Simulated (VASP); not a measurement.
Here is a VASP 6.6.1 calculation.

File INCAR:

```
PREC = Accurate
ENCUT = 520
EDIFF = 1E-6
ISMEAR = -1
SIGMA = 0.05
LREAL = False
LASPH = True
NELM = 60
ALGO = Normal
ISIF = 2
LWAVE = False
LCHARG = False
GGA = CA
NBANDS = 11
```

File KPOINTS:

```
regular mesh
0
Gamma
  12 12 3
```

File POSCAR:

```
C
1.0
    2.4561701622      0.0000000000      0.0000000000
   -1.2280850811      2.1271057565      0.0000000000
    0.0000000000      0.0000000000      8.5238033600
C
2
Direct
    0.6666666667      0.3333333333      0.0000000000
    0.3333333333      0.6666666667      0.0000000000
```

Potentials or basis: VASP PAW LDA potentials, release 64 (C).

The run is started by

```console
$ cat potpaw_LDA.64/C/POTCAR > POTCAR
$ mpirun -np 1 vasp_std > vasp.out
```

Question: Predict the band gap on the k mesh.

Answer: Zero (filled and empty bands touch).
